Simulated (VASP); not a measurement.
# Ge (P6_3/mmc) in VASP: further runs, part 2 of 2

VASP 6.6.1. Earlier steps stand in the parts before.

**4. Single point, PBEsol+D4**

This run uses another cell than the first one, of 22.40 Å³/atom, 1.009 times its volume.

File INCAR:

```
SYSTEM = Ge
PREC = Accurate
ENCUT = 520
EDIFF = 1E-7
ISMEAR = -1
SIGMA = 0.05
LREAL = .False.
LASPH = .True.
NELM = 60
ALGO = Normal
ISIF = 2
LWAVE = .False.
LCHARG = .False.
GGA = PS
IVDW = 13
NBANDS = 36
```

File KPOINTS:

```
regular mesh
0
Gamma
  8 8 4
  0 0 0
```

File POSCAR:

```
Ge
1.0
    3.9749108641      0.0000000000      0.0000000000
   -1.9874554321      3.4423737861      0.0000000000
    0.0000000000      0.0000000000      6.5481825248
Ge
4
Direct
    0.3333333333      0.6666666667      0.9371674468
    0.6666666667      0.3333333333      0.4371674468
    0.3333333333      0.6666666667      0.5628325532
    0.6666666667      0.3333333333      0.0628325532
```

Potentials or basis: VASP PAW PBE potentials, release 64 (Ge_d).

Run with:

```console
$ cat potpaw_PBE.64/Ge_d/POTCAR > POTCAR
$ mpirun -np 1 vasp_std > vasp.out
```

OUTCAR:

```text
SYSTEM = Ge
   PREC = Accurate
   ENCUT = 520
   EDIFF = 1E-7
   ISMEAR = -1
   LREAL = .False.
   LASPH = .True.
   NELM = 60
   ISIF = 2
   GGA = PS
   IVDW = 13

 ion  position               nearest neighbor table
   1  0.333  0.667  0.937-   4 2.44   4 2.44   4 2.44   3 2.45
   2  0.667  0.333  0.437-   3 2.44   3 2.44   3 2.44   4 2.45
   3  0.333  0.667  0.563-   2 2.44   2 2.44   2 2.44   1 2.45
   4  0.667  0.333  0.063-   1 2.44   1 2.44   1 2.44   2 2.45

  LATTYP: Found a hexagonal cell.
 ALAT       =     3.9749108641
 C/A-ratio  =     1.6473784567
[... 1139 lines left out ...]
  Direction    XX          YY          ZZ          XY          YZ          ZX
  --------------------------------------------------------------------------------------
  -------------------------------------------------------------------------------------
  Total      -0.02012    -0.02012    -0.04128     0.00000     0.00000     0.00000
  in kB      -0.35977    -0.35977    -0.73818     0.00000     0.00000     0.00000
  external pressure =       -0.49 kB  Pullay stress =        0.00 kB

 VOLUME and BASIS-vectors are now :
 -----------------------------------------------------------------------------
  energy-cutoff  :      520.00
  volume of cell :       89.60
      direct lattice vectors                 reciprocal lattice vectors
     3.974910864  0.000000000  0.000000000     0.251577968  0.145248608  0.000000000
    -1.987455432  3.442373786  0.000000000     0.000000000  0.290497216  0.000000000
     0.000000000  0.000000000  6.548182525     0.000000000  0.000000000  0.152714130

 POSITION                                       TOTAL-FORCE (eV/Angst)
 -----------------------------------------------------------------------------------
     -0.00000      2.29492      6.13674        -0.000000     -0.000000      0.006279
      1.98746      1.14746      2.86265         0.000000      0.000000      0.006279
     -0.00000      2.29492      3.68553        -0.000000     -0.000000     -0.006279
      1.98746      1.14746      0.41144         0.000000      0.000000     -0.006279
 -----------------------------------------------------------------------------------
    total drift:                               -0.000000      0.000000     -0.000000

  FREE ENERGIE OF THE ION-ELECTRON SYSTEM (eV)
  ---------------------------------------------------
  free  energy   TOTEN  =       -20.4256886990 eV

  energy  without entropy=      -20.4244294713  energy(sigma->0) =      -20.42505909
```

OSZICAR:

```text
N       E                     dE             d eps       ncg     rms          rms(c)
DAV:   1     0.495124612798E+03    0.49512E+03   -0.28020E+04  2512   0.429E+03
DAV:   2     0.661628238662E+02   -0.42896E+03   -0.41818E+03  2160   0.798E+02
DAV:   3    -0.152743582003E+02   -0.81437E+02   -0.80490E+02  2332   0.206E+02
DAV:   4    -0.198943735708E+02   -0.46200E+01   -0.45996E+01  2520   0.574E+01
DAV:   5    -0.199883445889E+02   -0.93971E-01   -0.93934E-01  2408   0.913E+00    0.470E+00
DAV:   6    -0.197723968800E+02    0.21595E+00   -0.10246E-01  2536   0.285E+00    0.267E+00
DAV:   7    -0.196685492351E+02    0.10385E+00   -0.14334E-01  2300   0.274E+00    0.208E-01
DAV:   8    -0.196708683041E+02   -0.23191E-02   -0.15967E-02  2440   0.126E+00    0.106E-01
DAV:   9    -0.196713774975E+02   -0.50919E-03   -0.49598E-04  2440   0.142E-01    0.258E-02
DAV:  10    -0.196714075490E+02   -0.30051E-04   -0.84003E-05  2796   0.123E-01    0.850E-03
DAV:  11    -0.196714140534E+02   -0.65045E-05   -0.10299E-05  2356   0.186E-02    0.286E-03
DAV:  12    -0.196714145579E+02   -0.50446E-06   -0.74080E-07  2068   0.653E-03    0.827E-04
DAV:  13    -0.196714144795E+02    0.78393E-07   -0.68598E-08  1596   0.247E-03
   1 F= -.20425689E+02 E0= -.20425059E+02  d E =-.125923E-02
```

stdout:

```text
POSCAR found type information on POSCAR Ge
 POSCAR found :  1 types and       4 ions
 scaLAPACK will be used
 -----------------------------------------------------------------------------
|                                                                             |
|                                                                             |
|     You enforced a specific xc type in the INCAR file but a different       |
|     I HOPE YOU KNOW WHAT YOU ARE DOING!                                     |
|                                                                             |
 -----------------------------------------------------------------------------

 LDA part: xc-table for (Slater+PW92), standard interpolation
 POSCAR, INCAR and KPOINTS ok, starting setup
 FFT: planning ... GRIDC
 FFT: planning ... GRID_SOFT
 FFT: planning ... GRID
 WAVECAR not read
 entering main loop
```

It took 2.2 min on 1 thread of Intel Xeon 6975P-C, shared host; peak memory 0.23 GiB.

What came out:

```
Free energy                : -20.4257 eV
Pressure                   : 0.0 GPa
Largest force              : 0.006 eV/Å
Band gap on the k mesh     : zero (band 28 reaches 5.14 eV, above the bottom of band 29 at 5.11 eV)
Dispersion energy per atom : -0.189 eV
```

Forces on the atoms (eV/Å):
```
Ge   0.000  0.000  0.006
Ge   0.000  0.000  0.006
Ge   0.000  0.000 -0.006
Ge   0.000  0.000 -0.006
```

Caveat: the PAW data sets were made with another functional, which shifts forces and pressure a little; pairwise dispersion overbinds metals, which lowers pressure and volume.

**5. Single point, PBE**

This run uses another cell than the first one, of 22.83 Å³/atom, 1.029 times its volume.

File INCAR:

```
SYSTEM = Ge
ALGO = Normal
EDIFF = 1E-6
ENCUT = 520
GGA = PE
ISIF = 2
ISMEAR = 0
LASPH = .TRUE.
LCHARG = .FALSE.
LREAL = .FALSE.
LWAVE = .FALSE.
NBANDS = 36
NELM = 100
PREC = Accurate
SIGMA = 0.028999999999999998
```

File KPOINTS:

```
k-points
0
G
  8 8 4
  0 0 0
```

File POSCAR:

```
Ge
1.0
    3.9975858431      0.0000000000      0.0000000000
   -1.9987929216      3.4620108940      0.0000000000
    0.0000000000      0.0000000000      6.5993779500
Ge
4
Direct
    0.3333333333      0.6666666667      0.9370987500
    0.6666666667      0.3333333333      0.4370987500
    0.3333333333      0.6666666667      0.5629012500
    0.6666666667      0.3333333333      0.0629012500
```

Run with:

```console
$ cat potpaw_PBE.64/Ge_d/POTCAR > POTCAR
$ mpirun -np 1 vasp_std > vasp.out
```

It used 80 s of CPU time on 1 thread of Intel Xeon 6975P-C (shared host).

The run converged. Its results:

```yaml
Free_energy: -17.9595 eV
Pressure: 2.9 GPa
Largest_force: 0.019 eV/Å
Band_gap_on_the_k_mesh: 0.12 eV, direct
```

Forces on the atoms (eV/Å):
```
Ge   0.000  0.000 -0.019
Ge   0.000  0.000 -0.019
Ge   0.000  0.000  0.019
Ge   0.000  0.000  0.019
```

Stress tensor (GPa, compression positive):
```
2.95 0.00 0.00
0.00 2.95 0.00
0.00 0.00 2.72
```

Levels at points of the mesh, in eV from the valence-band top:
```
           k point  band 26  band 27  band 28  band 29  band 30  band 31
(0.00, 0.00, 0.00)    -0.15    -0.07     0.00     0.12     0.12     2.27
(0.50, 0.00, 0.00)    -3.06    -2.80    -1.44     0.55     1.66     3.58
(0.00, 0.00, 0.50)    -0.85    -0.85    -0.85     0.70     0.70     3.38
(0.50, 0.00, 0.50)    -2.54    -2.40    -2.40     0.54     0.54     2.13
```

**6. Single point, PBE**

This run uses another cell than the first one, of 22.83 Å³/atom, 1.029 times its volume.

File INCAR:

```
SYSTEM = Ge
ALGO     = Normal         ! electronic algorithm
EDIFF    = 1E-6           ! SCF threshold, eV
ENCUT    = 520            ! plane-wave cutoff, eV
GGA      = PE             ! functional
ISIF     = 2              ! what is computed and relaxed
ISMEAR   = 0              ! smearing method
LASPH    = .True.         ! aspherical terms in the spheres
LCHARG   = .True.         ! write CHGCAR
LELF     = .True.         ! ELF
LREAL    = .False.        ! projectors in reciprocal space
LVHAR    = .True.       
LWAVE    = .False.        ! write WAVECAR
NBANDS   = 36             ! bands
NELM     = 60             ! most SCF steps
PREC     = Accurate       ! precision mode
SIGMA    = 0.03           ! smearing width, eV
```

File KPOINTS:

```
k-points
0
Gamma
  8 8 4
  0 0 0
```

POSCAR is that of step 5.

Potentials or basis: VASP PAW PBE potentials, release 64 (Ge_d).

Run with:

```console
$ cat potpaw_PBE.64/Ge_d/POTCAR > POTCAR
$ mpirun -np 1 vasp_std > vasp.out
```

It used 85 s of CPU time on 1 thread of Intel Xeon 6975P-C, on a shared host.

Results (log left out):

| Quantity | Value |
| --- | --- |
| Free energy | -17.9595 eV |
| Pressure | 2.9 GPa |
| Largest force | 0.019 eV/Å |
| Band gap on the k mesh | 0.12 eV, direct |

Forces in eV/Å, atoms in the order of the input:
```
Ge   0.000  0.000 -0.019
Ge   0.000  0.000 -0.019
Ge   0.000  0.000  0.019
Ge   0.000  0.000  0.019
```

Stress tensor (GPa, compression positive):
```
2.95 0.00 0.00
0.00 2.95 0.00
0.00 0.00 2.72
```

Levels at points of the mesh, in eV from the valence-band top:
```
           k point  band 24  band 25  band 26  band 27  band 28  band 29  band 30  band 31  band 32  band 33
(0.00, 0.00, 0.00)    -1.48    -1.48    -0.15    -0.07     0.00     0.12     0.12     2.27     2.27     2.76
(0.50, 0.00, 0.00)    -6.74    -4.57    -3.06    -2.80    -1.44     0.55     1.66     3.58     3.72     4.33
(0.00, 0.00, 0.50)    -4.80    -0.85    -0.85    -0.85    -0.85     0.70     0.70     3.38     3.38     3.38
(0.50, 0.00, 0.50)    -7.86    -2.54    -2.54    -2.40    -2.40     0.54     0.54     2.13     2.13     6.12
```

A k mesh can miss the band edges.

**7. Overview**

```tsv
level	potentials or basis	cell	smearing	gap on the mesh (eV)	pressure (GPa)	largest force (eV/Å)
PBEsol+D3(BJ)	VASP PAW PBE potentials, release 64 (Ge_d)	a = 3.964, b = 3.964, c = 6.526 Å, angles 90.0, 90.0, 120.0°, 4 atoms	fermi-dirac 0.05 eV	none	-0.1	-
LDA	VASP PAW LDA potentials, release 64 (Ge_d)	a = 3.962, b = 3.962, c = 6.524 Å, angles 90.0, 90.0, 120.0°, 4 atoms	fermi-dirac 0.05 eV	none	0.2	-
PBEsol+D4	VASP PAW PBE potentials, release 64 (Ge_d)	a = 3.975, b = 3.975, c = 6.548 Å, angles 90.0, 90.0, 120.0°, 4 atoms	fermi-dirac 0.05 eV	none	0.0	0.01
PBE	VASP PAW PBE potentials, release 64 (Ge_d)	a = 3.998, b = 3.998, c = 6.599 Å, angles 90.0, 90.0, 120.0°, 4 atoms	gaussian 0.029 eV	0.12	2.9	0.02
PBE	VASP PAW PBE potentials, release 64 (Ge_d)	a = 3.998, b = 3.998, c = 6.599 Å, angles 90.0, 90.0, 120.0°, 4 atoms	gaussian 0.03 eV	0.12	2.9	0.02
```

Alike in all rows: task single point; no spin polarisation; k mesh 8 × 8 × 4; cutoff (eV) 520.

Caveats: the PAW data sets were made with another functional, which shifts forces and pressure a little (some runs); pairwise dispersion overbinds metals, which lowers pressure and volume (some runs).

Absolute energies hang on the potentials; compare differences alone.
